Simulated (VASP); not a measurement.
# WS2 in VASP: settings compared

WS2 is run at these levels: PBE-based screened hybrid with 50 % exact exchange, HSE06; tasks: single point.

All numbers are computed with VASP 6.6.1; they aren't measurements. Logs are shortened: lines on timing, memory, paths and dates and some standing lists are left out, and cuts for length are marked.

## (1) The cell of the first run

The cell holds a slab with vacuum, 3 atoms: a = 3.184 Å, b = 3.184 Å, c = 16.951 Å, α = 90.00°, β = 90.00°, γ = 120.00°.

## (2) Single point, PBE-based screened hybrid with 50 % exact exchange

The input, POSCAR:

```
WS2
1.0
    3.1835163552      0.0000000000      0.0000000000
   -1.5917581776      2.7570060369      0.0000000000
    0.0000000000      0.0000000000     16.9505778900
W S
1 2
Direct
    0.0000000000      0.0000000000      0.0000000000
    0.3333333333      0.6666666667      0.0920005100
    0.3333333333      0.6666666667      0.9079994900
```

The input, INCAR.step1:

```
SYSTEM = WS2
PREC     = Accurate       ! precision mode
ENCUT    = 520            ! plane-wave cutoff, eV
EDIFF    = 1E-5           ! SCF threshold, eV
ISMEAR   = -1             ! smearing method
SIGMA    = 0.05           ! smearing width, eV
LREAL    = .False.        ! projectors in reciprocal space
LASPH    = .True.         ! aspherical terms in the spheres
NELM     = 100            ! most SCF steps
ALGO     = Normal         ! electronic algorithm
ISIF     = 2              ! what is computed and relaxed
LWAVE    = .True.         ! write WAVECAR
LCHARG   = .False.        ! write CHGCAR
GGA      = PE             ! functional
NBANDS   = 20             ! bands
```

The input, INCAR.step2:

```
SYSTEM = WS2
PREC     = Accurate       ! precision mode
ENCUT    = 520            ! plane-wave cutoff, eV
EDIFF    = 1E-7           ! SCF threshold, eV
ISMEAR   = -1             ! smearing method
SIGMA    = 0.05           ! smearing width, eV
LREAL    = .False.        ! projectors in reciprocal space
LASPH    = .True.         ! aspherical terms in the spheres
NELM     = 100            ! most SCF steps
ALGO     = Normal         ! electronic algorithm
ISIF     = 2              ! what is computed and relaxed
LWAVE    = .False.        ! write WAVECAR
LCHARG   = .False.        ! write CHGCAR
GGA      = PE             ! functional
LHFCALC  = .True.         ! exact exchange
AEXX     = 0.5            ! exact-exchange fraction
HFSCREEN = 0.2            ! screening, 1/A
PRECFOCK = Normal       
ISTART   = 1            
NBANDS   = 20             ! bands
```

The input, KPOINTS:

```
regular mesh
0
Gamma
  5 5 1
  0 0 0
```

Potentials or basis: VASP PAW PBE potentials, release 64 (W_sv, S).

Run with:

```bash
> cat potpaw_PBE.64/W_sv/POTCAR potpaw_PBE.64/S/POTCAR > POTCAR
> cp INCAR.step1 INCAR
> mpirun -np 1 vasp_std > vasp.out
> cp INCAR.step2 INCAR
> mpirun -np 1 vasp_std > vasp.out
```

OUTCAR:

```text
SYSTEM = WS2
   PREC = Accurate
   ENCUT = 520
   EDIFF = 1E-7
   ISMEAR = -1
   LREAL = .False.
   LASPH = .True.
   NELM = 100
   ISIF = 2
   GGA = PE
   LHFCALC = .True.
   AEXX = 0.5
   HFSCREEN = 0.2
   PRECFOCK = Normal
   ISTART = 1

 ion  position               nearest neighbor table
   1  0.000  0.000  0.000-   2 2.41   3 2.41   2 2.41   3 2.41   2 2.41   3 2.41
   2  0.333  0.667  0.092-   1 2.41   1 2.41   1 2.41
   3  0.333  0.667  0.908-   1 2.41   1 2.41   1 2.41

  LATTYP: Found a hexagonal cell.
 ALAT       =     3.1835163552
 C/A-ratio  =     5.3244827413

  Lattice vectors:

 A1 = (   3.1835163552,   0.0000000000,   0.0000000000)
 A2 = (  -1.5917581776,   2.7570060369,   0.0000000000)
 A3 = (   0.0000000000,   0.0000000000,  16.9505778900)

Analysis of symmetry for initial positions (statically):
=====================================================================
 Subroutine PRICEL returns:
 Original cell was already a primitive cell.

 Routine SETGRP: Setting up the symmetry group for a
 hexagonal supercell.

 Subroutine GETGRP returns: Found 12 space group operations
 (whereof 12 operations were pure point group operations)
 out of a pool of 24 trial point group operations.

The static configuration has the point symmetry D_3h.

Analysis of symmetry for dynamics (positions and initial velocities):
=====================================================================
 Subroutine PRICEL returns:
 Original cell was already a primitive cell.

 Routine SETGRP: Setting up the symmetry group for a
 hexagonal supercell.

 Subroutine GETGRP returns: Found 12 space group operations
 (whereof 12 operations were pure point group operations)
 out of a pool of 24 trial point group operations.

The dynamic configuration has the point symmetry D_3h.

 Subroutine INISYM returns: Found 12 space group operations
 (whereof 12 operations are pure point group operations),
 and found     1 'primitive' translations

----------------------------------------------------------------------------------------

                                     Primitive cell

  volume of cell :     148.7748

  direct lattice vectors                    reciprocal lattice vectors
     3.183516355  0.000000000  0.000000000     0.314118066  0.181356150  0.000000000
    -1.591758178  2.757006037  0.000000000     0.000000000  0.362712300  0.000000000
     0.000000000  0.000000000 16.950577890     0.000000000  0.000000000  0.058995039

  length of vectors
     3.183516355  3.183516355 16.950577890     0.362712300  0.362712300  0.058995039

  position of ions in fractional coordinates (direct lattice)
     0.000000000  0.000000000  0.000000000
     0.333333333  0.666666667  0.092000510
     0.333333333  0.666666667  0.907999490

  ion indices of the primitive-cell ions
   primitive index   ion index
                 1           1
                 2           2
                 3           3

----------------------------------------------------------------------------------------

 KPOINTS: regular mesh

Automatic generation of k-mesh.
 Grid dimensions read from file:
 generate k-points for:    5    5    1

 Generating k-lattice:

  Cartesian coordinates                     Fractional coordinates (reciprocal lattice)
     0.062823613  0.036271230  0.000000000     0.200000000 -0.000000000  0.000000000
     0.000000000  0.072542460  0.000000000     0.000000000  0.200000000  0.000000000
     0.000000000  0.000000000  0.058995039     0.000000000  0.000000000  1.000000000

  Length of vectors
     0.072542460  0.072542460  0.058995039

  Shift w.r.t. Gamma in fractional coordinates (k-lattice)
     0.000000000  0.000000000  0.000000000

 Subroutine IBZKPT returns following result:
 ===========================================

 Found      5 irreducible k-points:

 Following reciprocal coordinates:
            Coordinates               Weight
  0.000000  0.000000  0.000000      1.000000
  0.200000  0.000000  0.000000      6.000000
  0.400000 -0.000000  0.000000      6.000000
  0.200000  0.200000  0.000000      6.000000
  0.400000  0.200000  0.000000      6.000000
   k-points           NKPTS =      5   k-points in BZ     NKDIM =     25   number of bands    NBANDS=     20
   number of dos      NEDOS =    301   number of ions     NIONS =      3
   total plane-waves  NPLWV =  72576
   dimension x,y,z NGX =    24 NGY =   24 NGZ =  126
   dimension x,y,z NGXF=    48 NGYF=   48 NGZF=  252
   ions per type =               1   2
   NGX,Y,Z   is equivalent  to a cutoff of  12.53, 12.53, 12.36 a.u.
   NGXF,Y,Z  is equivalent  to a cutoff of  25.07, 25.07, 24.72 a.u.
 SYSTEM =  WS2
   PREC   = accura    normal or accurate (medium, high low for compatibility)
   ISTART =      1    job   : 0-new  1-cont  2-samecut
   ICHARG =      0    charge: 1-file 2-atom 10-const
   ISPIN  =      1    spin polarized calculation?
   LNONCOLLINEAR =      F non collinear calculations
   LSORBIT =      F    spin-orbit coupling
   LASPH  =      T    aspherical Exc in radial PAW
   ENCUT  =  520.0 eV  38.22 Ry    6.18 a.u.   5.92  5.92 31.52*2*pi/ulx,y,z
   NELM   =    100;   NELMIN=  2; NELMDL=  0     # of ELM steps
   EDIFF  = 0.1E-06   stopping-criterion for ELM
   LREAL  =      F    real-space projection
   EDIFFG = 0.1E-05   stopping-criterion for IOM
   NSW    =      0    number of steps for IOM
   IBRION =     -1    ionic relax: 0-MD 1-quasi-New 2-CG
   NFREE  =      0    steps in history (QN), initial steepest desc. (CG)
   ISIF   =      2    stress and relaxation
   ISYM   =      3    0-nonsym 1-usesym 2-fastsym
   POTIM  = 0.5000    time-step for ionic-motion
   TEBEG  =    0.0;   TEEND  =   0.0 temperature during run
   PSTRESS=    0.0 pullay stress
   NELECT =      26.0000    total number of electrons
   NUPDOWN=      -1.0000    fix difference up-down
   EMIN   =  10.00;   EMAX   =-10.00  energy-range for DOS
   EFERMI =   0.00;   METHOD = LEGACY
   ISMEAR =    -1;   SIGMA  =   0.05  broadening in eV -4-tet -1-fermi 0-gaus
   EFERMI_NEDOS =   21; number of points for ismear=-14 and -15
   IALGO  =     38    algorithm
   IMIX   =      1    mixing-type and parameters
     AMIX     =   0.40;   BMIX     =  1.00
     AMIX_MAG =   1.60;   BMIX_MAG =  1.00
  volume/ion in A,a.u.               =      49.59       334.66
  Fermi-wavevector in a.u.,A,eV,Ry     =   0.915285  1.729637 11.398226  0.837746
  Thomas-Fermi vector in A             =   2.040009
   LORBIT       =      0    0 simple, 1 ext, 2 COOP (PROOUT), +10 PAW based schemes
   GGA     = PE    functional components
   LHFCALC =     T    Hartree Fock is set to
   PRECFOCK=normal    Normal, Fast or Accurate (Low or Medium for compatibility)
   ENCUT4O =  -1.0   cutoff for four orbital integrals eV
   NKREDX  =     1    reduce k-point grid by
   NKREDY  =     1    reduce k-point grid by
   NKREDZ  =     1    reduce k-point grid by
   AEXX    =    0.5000 exact exchange contribution
   HFSCREEN=    0.2000 screening length (either q_TF or 0.3 A-1)
   HFSCREENC=   0.2000 screening length for correlation (either q_TF or 0.3 A-1)
   ENCUTFOCK=  -1.0 apply spherical cutoff to Coloumb kernel
   IVDW    =     0    specifies the selected vdW correction
   LEPSILON=     F    determine dielectric tensor
   LRPA    =     F    only Hartree local field effects (RPA)
 non-spin polarized calculation
  energy-cutoff  :      520.00
  volume of cell :      148.77
 maximum number of plane-waves:      4030
 NGX is ok and might be reduce to    24
  NGX = 18; NGY = 18; NGZ = 96

 number of electron      25.9999999 magnetization

 Free energy of the ion-electron system (eV)
  ---------------------------------------------------
  ext. energy  EPLUGINS =         0.00000000
  ---------------------------------------------------
  free energy    TOTEN  =       -32.81911683 eV

  energy without entropy =      -32.81911683  energy(sigma->0) =      -32.81911683

 E-fermi :  -0.7715     XC(G=0):  -2.9856

 val. band max:       -2.1199058233   @ k =   0.0000   0.0000   0.0000
 cond. band min:       1.3760483330   @ k =   0.2000   0.2000   0.0000
 fundamental gap:      3.4959541563
 Fermi energy:        -0.7714512040

 k-point     1 :       0.0000    0.0000    0.0000
  band No.  band energies     occupation
      1     -84.1063      2.00000
      2     -45.4277      2.00000
      3     -45.1965      2.00000
      4     -45.1965      2.00000
      5     -20.1365      2.00000
      6     -18.1540      2.00000
      7     -10.0599      2.00000
      8      -5.8079      2.00000
      9      -5.8079      2.00000
     10      -4.8831      2.00000
     11      -4.1680      2.00000
     12      -4.1680      2.00000
     13      -2.1199      2.00000
     14       2.3766      0.00000
     15       2.3766      0.00000
     16       2.4898      0.00000
     17       2.4898      0.00000
     18       4.1974      0.00000
     19       4.5727      0.00000
     20       5.0401      0.00000

 k-point     2 :       0.2000    0.0000    0.0000
  band No.  band energies     occupation
      1     -84.0969      2.00000
      2     -45.3969      2.00000
      3     -45.3712      2.00000
      4     -45.2371      2.00000
      5     -19.3922      2.00000
      6     -17.8930      2.00000
      7      -9.2219      2.00000
      8      -7.3610      2.00000
      9      -6.4106      2.00000
     10      -5.1421      2.00000
     11      -5.1047      2.00000
     12      -4.1751      2.00000
     13      -2.8028      2.00000
     14       1.6049      0.00000
     15       1.9817      0.00000
     16       2.4375      0.00000
     17       3.5075      0.00000
     18       5.0707      0.00000
     19       5.3677      0.00000
     20       6.3845      0.00000

 k-point     3 :       0.4000   -0.0000    0.0000
  band No.  band energies     occupation
      1     -84.0817      2.00000
      2     -45.6454      2.00000
      3     -45.3456      2.00000
      4     -45.3023      2.00000
      5     -17.9130      2.00000
      6     -17.3938      2.00000
      7      -9.8276      2.00000
      8      -8.1983      2.00000
      9      -7.7444      2.00000
     10      -6.2616      2.00000
     11      -4.8766      2.00000
     12      -4.0516      2.00000
     13      -3.5935      2.00000
     14       2.0778      0.00000
     15       2.3196      0.00000
     16       3.5988      0.00000
     17       4.5420      0.00000
     18       5.7999      0.00000
     19       7.0515      0.00000
     20       7.0627      0.00000

 k-point     4 :       0.2000    0.2000    0.0000
  band No.  band energies     occupation
      1     -84.0847      2.00000
      2     -45.5490      2.00000
      3     -45.3558      2.00000
      4     -45.3356      2.00000
      5     -18.2441      2.00000
      6     -17.4873      2.00000
      7      -8.9931      2.00000
      8      -7.7591      2.00000
      9      -7.7167      2.00000
     10      -6.6473      2.00000
     11      -5.4738      2.00000
     12      -4.2941      2.00000
     13      -3.1868      2.00000
     14       1.3760      0.00000
     15       2.4232      0.00000
     16       2.8235      0.00000
     17       4.7557      0.00000
     18       6.4812      0.00000
     19       6.8200      0.00000
     20       7.6630      0.00000

 k-point     5 :       0.4000    0.2000    0.0000
  band No.  band energies     occupation
      1     -84.0770      2.00000
      2     -45.6321      2.00000
      3     -45.4210      2.00000
      4     -45.3302      2.00000
      5     -17.3698      2.00000
      6     -17.1759      2.00000
      7      -9.5013      2.00000
      8      -8.9516      2.00000
      9      -7.5680      2.00000
     10      -6.4484      2.00000
     11      -6.1944      2.00000
     12      -5.0538      2.00000
     13      -2.4934      2.00000
     14       1.4665      0.00000
     15       3.2837      0.00000
     16       3.3290      0.00000
     17       4.9691      0.00000
     18       5.7395      0.00000
     19       8.2711      0.00000
     20       8.8894      0.00000

------------------------ aborting loop because EDIFF is reached ----------------------------------------

  FORCE on cell =-STRESS in cart. coord.  units (eV):
  Direction    XX          YY          ZZ          XY          YZ          ZX
  --------------------------------------------------------------------------------------
  -------------------------------------------------------------------------------------
  Total       -2.8190915     -2.8190915     -2.5721229      0.0000000      0.0000000      0.0000000
  in kB      -30.3592084    -30.3592084    -27.6995671      0.0000000      0.0000000      0.0000000
  external PRESSURE =     -29.4726613 kB  Pullay stress =       0.0000000 kB

 VOLUME and BASIS-vectors are now :
 -----------------------------------------------------------------------------
  energy-cutoff  :      520.00
  volume of cell :      148.77
      direct lattice vectors                 reciprocal lattice vectors
     3.183516355  0.000000000  0.000000000     0.314118066  0.181356150  0.000000000
    -1.591758178  2.757006037  0.000000000     0.000000000  0.362712300  0.000000000
     0.000000000  0.000000000 16.950577890     0.000000000  0.000000000  0.058995039

 POSITION                                       TOTAL-FORCE (eV/Angst)
 -----------------------------------------------------------------------------------
      0.00000      0.00000      0.00000         0.000000      0.000000      0.000000
     -0.00000      1.83800      1.55946         0.000000     -0.000000     -0.813756
     -0.00000      1.83800     15.39112         0.000000     -0.000000      0.813756
 -----------------------------------------------------------------------------------
    total drift:                                0.000000     -0.000000     -0.000000

  FREE ENERGIE OF THE ION-ELECTRON SYSTEM (eV)
  ---------------------------------------------------
  free  energy   TOTEN  =       -32.8191168298 eV

  energy  without entropy=      -32.8191168298  energy(sigma->0) =      -32.81911683
```

Run time: 46 min. Hardware: 1 thread of Intel Xeon 8259CL, shared host; peak memory 0.34 GiB.

Results:

```
Free energy            : -32.8191 eV
Largest force          : 0.814 eV/Å
Band gap on the k mesh : 3.50 eV (least direct gap 3.96 eV)
```

Forces in eV/Å, atoms in the order of the input:
```
W    0.000  0.000  0.000
S    0.000  0.000 -0.814
S    0.000  0.000  0.814
```

Caveat: the k points lie up to 0.46 Å⁻¹ apart; there is no dipole correction, which matters where the two faces differ; the PAW data sets were made with another functional, which shifts forces and pressure a little; spin-orbit coupling is left out, which moves the levels of the heavy elements.

## (3) Single point, HSE06

POSCAR is that of step 2.

The input, INCAR.step1:

```
ALGO = Normal
EDIFF = 1E-5
ENCUT = 520
GGA = PE
ISIF = 2
ISMEAR = 0
LASPH = T
LCHARG = F
LREAL = F
LWAVE = T
NBANDS = 20
NELM = 60
PREC = Accurate
SIGMA = 0.01
```

The input, INCAR.step2:

```
ALGO = Normal
EDIFF = 1E-6
ENCUT = 520
GGA = PE
HFSCREEN = 0.2079
ISIF = 2
ISMEAR = 0
ISTART = 1
LASPH = T
LCHARG = F
LHFCALC = T
LREAL = F
LWAVE = F
NBANDS = 20
NELM = 60
PREC = Accurate
PRECFOCK = Normal
SIGMA = 0.01
```

The input, KPOINTS:

```
k-points
0
Gamma
  6 6 2
```

Potentials or basis: VASP PAW PBE potentials, release 64 (W_sv, S).

Run with:

```bash
> cat potpaw_PBE.64/W_sv/POTCAR potpaw_PBE.64/S/POTCAR > POTCAR
> cp INCAR.step1 INCAR
> mpirun -np 1 vasp_std > vasp.out
> cp INCAR.step2 INCAR
> mpirun -np 1 vasp_std > vasp.out
```

Run time: 1.5 h. Hardware: 1 thread of Oxide Virtual Turin-like, shared host; peak memory 0.37 GiB.

Results (log left out):

```yaml
Free_energy: -28.1108 eV
Largest_force: 0.275 eV/Å
Band_gap_on_the_k_mesh: 2.28 eV
```

Forces on the atoms (eV/Å):
```
W    0.000  0.000  0.000
S    0.000  0.000 -0.275
S    0.000  0.000  0.275
```

Levels at points of the mesh, in eV from the valence-band top:
| k point | band 9 | band 10 | band 11 | band 12 | band 13 | band 14 | band 15 | band 16 | band 17 | band 18 |
| --- | --- | --- | --- | --- | --- | --- | --- | --- | --- | --- |
| (0.00, 0.00, 0.00) | -3.33 | -2.45 | -1.89 | -1.89 | -0.03 | 3.61 | 3.61 | 3.77 | 3.77 | 5.63 |
| (0.50, 0.00, 0.00) | -5.07 | -3.91 | -2.51 | -1.57 | -1.13 | 3.53 | 4.02 | 4.90 | 5.69 | 6.00 |
| (0.00, 0.00, 0.50) | -3.33 | -2.45 | -1.89 | -1.89 | -0.03 | 3.61 | 3.61 | 3.77 | 3.77 | 5.73 |
| (0.50, 0.00, 0.50) | -5.07 | -3.91 | -2.51 | -1.57 | -1.13 | 3.53 | 4.02 | 4.90 | 5.69 | 6.00 |

Caveat: there is no dipole correction, which matters where the two faces differ; the PAW data sets were made with another functional, which shifts forces and pressure a little; spin-orbit coupling is left out, which moves the levels of the heavy elements.
